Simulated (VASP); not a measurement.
# Re (Fm-3m) in VASP: notebook, part 2 of 2

VASP 6.6.1. Earlier steps stand in the parts before.

## Step 3: Single point, r2SCAN (14.31 Å³/atom)

This run uses another cell than the first one, of 14.31 Å³/atom.

Contents of POSCAR:

```
Re
1.0
    0.0000000000      1.9270573437      1.9270573437
    1.9270573437      0.0000000000      1.9270573437
    1.9270573437      1.9270573437      0.0000000000
Re
1
Direct
    0.0000000000      0.0000000000      0.0000000000
```

Contents of INCAR.step1:

```
SYSTEM = Re
PREC     = Accurate       ! precision mode
ENCUT    = 520            ! plane-wave cutoff, eV
ISMEAR   = 0              ! smearing method
SIGMA    = 0.1            ! smearing width, eV
LREAL    = .FALSE.        ! projectors in reciprocal space
LASPH    = .TRUE.         ! aspherical terms in the spheres
NELM     = 80             ! most SCF steps
NBANDS   = 10             ! bands
GGA      = PE             ! functional
ALGO     = Normal         ! electronic algorithm
EDIFF    = 1E-4           ! SCF threshold, eV
LWAVE    = .TRUE.         ! write WAVECAR
LCHARG   = .FALSE.        ! write CHGCAR
```

Contents of INCAR.step2:

```
SYSTEM = Re
PREC     = Accurate       ! precision mode
ENCUT    = 520            ! plane-wave cutoff, eV
EDIFF    = 1E-6           ! SCF threshold, eV
ISMEAR   = 0              ! smearing method
SIGMA    = 0.1            ! smearing width, eV
LREAL    = .FALSE.        ! projectors in reciprocal space
LASPH    = .TRUE.         ! aspherical terms in the spheres
NELM     = 80             ! most SCF steps
ALGO     = Normal         ! electronic algorithm
ISIF     = 2              ! what is computed and relaxed
LWAVE    = .FALSE.        ! write WAVECAR
LCHARG   = .FALSE.        ! write CHGCAR
METAGGA  = R2SCAN         ! meta-GGA
LMIXTAU  = .TRUE.       
NBANDS   = 10             ! bands
ISTART   = 1
```

Contents of KPOINTS:

```
Automatic mesh
0
G
  18 18 18
  0 0 0
```

Potentials or basis: VASP PAW PBE potentials, release 64 (Re).

The run is started by

```console
$ cat potpaw_PBE.64/Re/POTCAR > POTCAR
$ cp INCAR.step1 INCAR
$ mpirun -np 1 vasp_std > vasp.out
$ cp INCAR.step2 INCAR
$ mpirun -np 1 vasp_std > vasp.out
```

OUTCAR:

```text
SYSTEM = Re
   PREC = Accurate
   ENCUT = 520
   EDIFF = 1E-6
   ISMEAR = 0
   LREAL = .FALSE.
   LASPH = .TRUE.
   NELM = 80
   ISIF = 2
   METAGGA = R2SCAN
   ISTART = 1

 ion  position               nearest neighbor table
   1  0.000  0.000  0.000-

  LATTYP: Found a face centered cubic cell.
 ALAT       =     3.8541146874

  Lattice vectors:

 A1 = (   0.0000000000,   1.9270573437,   1.9270573437)
 A2 = (   1.9270573437,   0.0000000000,   1.9270573437)
 A3 = (   1.9270573437,   1.9270573437,   0.0000000000)

Analysis of symmetry for initial positions (statically):
=====================================================================
 Subroutine PRICEL returns:
 Original cell was already a primitive cell.

 Routine SETGRP: Setting up the symmetry group for a
 face centered cubic supercell.

 Subroutine GETGRP returns: Found 48 space group operations
 (whereof 48 operations were pure point group operations)
 out of a pool of 48 trial point group operations.

The static configuration has the point symmetry O_h .

Analysis of symmetry for dynamics (positions and initial velocities):
=====================================================================
 Subroutine PRICEL returns:
 Original cell was already a primitive cell.

 Routine SETGRP: Setting up the symmetry group for a
 face centered cubic supercell.

 Subroutine GETGRP returns: Found 48 space group operations
 (whereof 48 operations were pure point group operations)
 out of a pool of 48 trial point group operations.

The dynamic configuration has the point symmetry O_h .

 Subroutine INISYM returns: Found 48 space group operations
 (whereof 48 operations are pure point group operations),
 and found     1 'primitive' translations

----------------------------------------------------------------------------------------

                                     Primitive cell

  volume of cell :      14.3124

  direct lattice vectors                    reciprocal lattice vectors
[... 110 lines left out ...]
   METAGGA = R2SCAN    functional components
   LHFCALC =     F    Hartree Fock is set to
   AEXX    =    0.0000 exact exchange contribution
   IVDW    =     0    specifies the selected vdW correction
   LEPSILON=     F    determine dielectric tensor
   LRPA    =     F    only Hartree local field effects (RPA)
 non-spin polarized calculation
 Gauss-broadening in eV      SIGMA  =   0.10
  energy-cutoff  :      520.00
  volume of cell :       14.31
 maximum number of plane-waves:       397
   NGX = 11   NGY = 11   NGZ = 11

 number of electron       7.0000000 magnetization

 Free energy of the ion-electron system (eV)
  ---------------------------------------------------
  ext. energy  EPLUGINS =         0.00000000
  ---------------------------------------------------
  free energy    TOTEN  =       -52.37477955 eV

  energy without entropy =      -52.37083220  energy(sigma->0) =      -52.37280587

 E-fermi :   8.3304     XC(G=0): -15.1670

 val. band max:        8.3136649622   @ k =  -0.3889   0.2778   0.0556
 cond. band min:       8.3809682494   @ k =  -0.1667   0.2222   0.0556
 fundamental gap:      0.0673032871
 Fermi energy:         8.3303960389

 k-point     1 :       0.0000    0.0000    0.0000
  band No.  band energies     occupation
      1      -2.5112      2.00000
      2       6.2245      2.00000
      3       6.2245      2.00000
      4       6.2245      2.00000
      5       9.7717      0.00000
      6       9.7717      0.00000
      7      22.8648      0.00000
      8      29.1372      0.00000
      9      29.1372      0.00000
     10      29.1372      0.00000
[... 287 lines left out ...]
 k-point    24 :      -0.2222    0.0556    0.0000
  band No.  band energies     occupation
      1      -0.0332      2.00000
      2       5.1655      2.00000
      3       6.7467      2.00000
      4       6.8915      2.00000
      5       9.2625      0.00000
      6      10.4025      0.00000
      7      23.4598      0.00000
      8      27.1539      0.00000
      9      32.3693      0.00000
     10      33.8089      0.00000

 [... further k-points ...]

------------------------ aborting loop because EDIFF is reached ----------------------------------------

  FORCE on cell =-STRESS in cart. coord.  units (eV):
  Direction    XX          YY          ZZ          XY          YZ          ZX
  --------------------------------------------------------------------------------------
  -------------------------------------------------------------------------------------
  Total        1.1422815      1.1422815      1.1422815     -0.0000000     -0.0000000      0.0000000
  in kB      127.8703333    127.8703333    127.8703333     -0.0000000     -0.0000000      0.0000000
  external PRESSURE =     127.8703333 kB  Pullay stress =       0.0000000 kB

 VOLUME and BASIS-vectors are now :
 -----------------------------------------------------------------------------
  energy-cutoff  :      520.00
  volume of cell :       14.31
      direct lattice vectors                 reciprocal lattice vectors
     0.000000000  1.927057344  1.927057344    -0.259462959  0.259462959  0.259462959
     1.927057344  0.000000000  1.927057344     0.259462959 -0.259462959  0.259462959
     1.927057344  1.927057344  0.000000000     0.259462959  0.259462959 -0.259462959

 POSITION                                       TOTAL-FORCE (eV/Angst)
 -----------------------------------------------------------------------------------
      0.00000      0.00000      0.00000         0.000000      0.000000      0.000000
 -----------------------------------------------------------------------------------
    total drift:                                0.000000     -0.000000     -0.000000

  FREE ENERGIE OF THE ION-ELECTRON SYSTEM (eV)
  ---------------------------------------------------
  free  energy   TOTEN  =       -52.3747795471 eV

  energy  without entropy=      -52.3708321976  energy(sigma->0) =      -52.37280587
```

Wall time 2.2 min (1 thread of Intel Xeon 8259CL, shared host); peak memory 0.15 GiB.

Results:

```yaml
Free_energy: -52.3748 eV
Pressure: 12.8 GPa
Band_gap_on_the_k_mesh: zero (an odd number of electrons rules out a gap without spin polarisation)
```

Caveat: the cell stands under pressure; the PAW data sets were made with another functional, which shifts forces and pressure a little; spin-orbit coupling is left out, which moves the levels of the heavy elements.

## Step 4: Single point, r2SCAN

This run uses another cell than the first one, of 14.76 Å³/atom.

Contents of POSCAR:

```
Re
1.0
    0.0000000000      1.9467225524      1.9467225524
    1.9467225524      0.0000000000      1.9467225524
    1.9467225524      1.9467225524      0.0000000000
Re
1
Direct
    0.0000000000      0.0000000000      0.0000000000
```

Contents of INCAR.step1:

```
SYSTEM = Re
  ALGO = Normal
  EDIFF = 1E-4
  ENCUT = 520
  GGA = PE
  ISMEAR = 0
  LASPH = .True.
  LCHARG = .False.
  LREAL = .False.
  LWAVE = .True.
  NBANDS = 10
  NELM = 100
  PREC = Accurate
  SIGMA = 0.1
```

Contents of INCAR.step2:

```
SYSTEM = Re
  ALGO = Normal
  EDIFF = 1E-6
  ENCUT = 520
  ISIF = 2
  ISMEAR = 0
  ISTART = 1
  LASPH = .True.
  LCHARG = .False.
  LMIXTAU = .True.
  LREAL = .False.
  LWAVE = .False.
  METAGGA = R2SCAN
  NBANDS = 10
  NELM = 100
  PREC = Accurate
  SIGMA = 0.1
```

Contents of KPOINTS:

```
k-points
0
Gamma
  18 18 18
  0 0 0
```

The run is started by

```console
$ cat potpaw_PBE.64/Re/POTCAR > POTCAR
$ cp INCAR.step1 INCAR
$ mpirun -np 1 vasp_std > vasp.out
$ cp INCAR.step2 INCAR
$ mpirun -np 1 vasp_std > vasp.out
```

It took 2.1 min on 1 thread of Intel Xeon 8259CL, shared host; peak memory 0.15 GiB.

The run converged. Its results:

```
Free energy            : -52.3923 eV
Pressure               : 0.0 GPa
Band gap on the k mesh : zero (an odd number of electrons rules out a gap without spin polarisation)
```

Levels at points of the mesh, in eV from the Fermi level:
```
           k point  band 1  band 2  band 3  band 4  band 5  band 6  band 7  band 8  band 9
(0.00, 0.00, 0.00)  -10.62   -2.01   -2.01   -2.01    1.38    1.38   14.51   20.60   20.60
(0.50, 0.00, 0.00)   -7.20   -2.18   -2.18    0.10    3.94    3.94   10.44   14.01   21.11
(0.50, 0.50, 0.00)   -7.10   -6.26    2.82    3.95    4.66    4.66   12.88   12.88   13.74
```

Caveat: the PAW data sets were made with another functional, which shifts forces and pressure a little; spin-orbit coupling is left out, which moves the levels of the heavy elements.

## Step 5: Single point, r2SCAN

This run uses another cell than the first one, of 14.76 Å³/atom.

POSCAR is that of step 4.

Contents of INCAR.step1:

```
  ALGO = Normal
  EDIFF = 1E-4
  ENCUT = 520
  GGA = PE
  ISMEAR = 0
  LASPH = T
  LCHARG = F
  LREAL = F
  LWAVE = T
  NBANDS = 10
  NELM = 100
  PREC = Accurate
  SIGMA = 0.1
```

Contents of INCAR.step2:

```
  ALGO = Normal
  EDIFF = 1E-7
  ENCUT = 520
  ISIF = 2
  ISMEAR = 0
  ISTART = 1
  LASPH = T
  LCHARG = F
  LMIXTAU = T
  LREAL = F
  LWAVE = F
  METAGGA = R2SCAN
  NBANDS = 10
  NELM = 100
  PREC = Accurate
  SIGMA = 0.1
```

Contents of KPOINTS:

```
k-points
0
Gamma
  18 18 18
```

The run is started by

```console
$ cat potpaw_PBE.64/Re/POTCAR > POTCAR
$ cp INCAR.step1 INCAR
$ mpirun -np 1 vasp_std > vasp.out
$ cp INCAR.step2 INCAR
$ mpirun -np 1 vasp_std > vasp.out
```

Wall time 2.4 min (1 thread of Intel Xeon 8259CL, shared host); peak memory 0.15 GiB.

Results (log left out):

```
Free energy            : -52.3923 eV
Pressure               : 0.0 GPa
Band gap on the k mesh : zero (an odd number of electrons rules out a gap without spin polarisation)
```

Levels at points of the mesh, in eV from the Fermi level:
```csv
k point,band 1,band 2,band 3,band 4,band 5,band 6,band 7,band 8
"(0.00, 0.00, 0.00)",-10.62,-2.01,-2.01,-2.01,1.38,1.38,14.51,20.60
"(0.50, 0.00, 0.00)",-7.20,-2.18,-2.18,0.10,3.94,3.94,10.44,14.01
"(0.50, 0.50, 0.00)",-7.10,-6.26,2.82,3.95,4.66,4.66,12.88,12.88
```

Caveat: the PAW data sets were made with another functional, which shifts forces and pressure a little; spin-orbit coupling is left out, which moves the levels of the heavy elements.

## Step 6: The runs side by side

```csv
cell,gap on the mesh (eV),pressure (GPa)
"a = 2.697 Å, angles 60.0°, 1 atom",none,27.9
"a = 2.725 Å, angles 60.0°, 1 atom",none,12.8
"a = 2.753 Å, angles 60.0°, 1 atom",none,0.0
```

Alike in all rows: task single point; level r2SCAN; potentials or basis VASP PAW PBE potentials, release 64 (Re); no spin polarisation; k mesh 18 × 18 × 18; cutoff (eV) 520; smearing gaussian 0.1 eV.

Caveats: the PAW data sets were made with another functional, which shifts forces and pressure a little; spin-orbit coupling is left out, which moves the levels of the heavy elements; the cell stands under pressure (at least some runs).

Total energies depend on the potentials used, so only differences within one code and one set of settings carry meaning.
